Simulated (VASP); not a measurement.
Set up this calculation in VASP 6.6.1, as the native input.

```
Task                   : single point
Functional             : LDA
Potentials or basis    : VASP PAW LDA potentials, release 64 (W_sv, C)
Cutoff                 : 520 eV
k mesh                 : 8 × 8 × 8
Occupations            : fermi-dirac, width 0.05 eV
Spin                   : no spin polarisation
Dipole correction      : no
Further INCAR settings : ALGO = Normal; EDIFF = 1e-06; NBANDS = 16
```

The structure of WC lies in POSCAR:

```
WC
1.0
    0.0000000000      2.1926840000      2.1926840000
    2.1926840000      0.0000000000      2.1926840000
    2.1926840000      2.1926840000      0.0000000000
W C
1 1
Direct
    0.0114217120      0.0166521487      0.0037225657
    0.5114093176      0.5164833627      0.5042746727
```

These files were run (other wordings do the same):

INCAR

```
PREC = Accurate
ENCUT = 520
EDIFF = 1E-6
ISMEAR = -1
SIGMA = 0.05
LREAL = F
LASPH = T
NELM = 100
ALGO = Normal
ISIF = 2
LWAVE = F
LCHARG = F
NBANDS = 16
```

KPOINTS

```
Automatic mesh
0
Gamma
  8 8 8
```

Potentials or basis: VASP PAW LDA potentials, release 64 (W_sv, C).

The run is started by

```console
$ cat potpaw_LDA.64/W_sv/POTCAR potpaw_LDA.64/C/POTCAR > POTCAR
$ mpirun -np 1 vasp_std > vasp.out
```

Results of the run:

| Property | Result |
| --- | --- |
| Pressure | -13.6 GPa |
| Largest force | 0.009 eV/Å |
| Band gap on the k mesh | zero (band 9 reaches 13.30 eV, above the bottom of band 10 at 10.21 eV) |

Caveat: spin-orbit coupling is left out, which moves the levels of the heavy elements.

Run time: 20 s on 1 thread of Intel(R) Xeon(R) 6975P-C (Granite Rapids), on a shared host, peak memory 0.19 GiB.
